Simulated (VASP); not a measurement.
Runs of VASP 6.6.1 on Br. The structure is that of space group Im-3m (No. 229), or close to it. The cells are those of the table. 

```csv
task,cell,cutoff (eV),gap on the mesh (eV),pressure (GPa)
single point,"a = 3.056 Å, angles 70.5, 109.5, 70.5°, 1 atom",520,none,9.9
relaxation of cell and atoms,"relaxed to 5 GPa from a = 3.239 Å, angles 70.5, 109.5, 70.5°, 1 atom",600,none,5.0
single point,"a = 2.954 Å, angles 70.5, 109.5, 70.5°, 1 atom",520,none,19.9
relaxation of cell and atoms,"relaxed from a = 3.239 Å, angles 70.5, 109.5, 70.5°, 1 atom",600,none,0.0
single point,"a = 3.131 Å, angles 70.5, 109.5, 70.5°, 1 atom",520,none,4.9
relaxation of cell and atoms,"relaxed to 10 GPa from a = 3.239 Å, angles 70.5, 109.5, 70.5°, 1 atom",600,none,10.0
relaxation of cell and atoms,"relaxed to 20 GPa from a = 3.239 Å, angles 70.5, 109.5, 70.5°, 1 atom",600,none,20.0
single point,"a = 3.249 Å, angles 70.5, 109.5, 70.5°, 1 atom",520,none,(a)
```

Alike in all rows: level r2SCAN; potentials or basis VASP PAW PBE potentials, release 64 (Br); no spin polarisation; k mesh 8 × 8 × 8; smearing fermi-dirac 0.02 eV.

Problem. Estimate the missing entries.

Solution. (a) -0.1.

Caveats: the PAW data sets were made with another functional, which shifts forces and pressure a little; an odd number of electrons without spin polarisation forces a metal; a magnetic or distorted state may lie lower; the cell is relaxed towards a set pressure, so the enthalpy falls and the energy may rise (some runs).

A k mesh can miss the band edges, and the runs leave out spin-orbit coupling on Br.

A gap of «none» marks levels without a gap at the run's occupations.
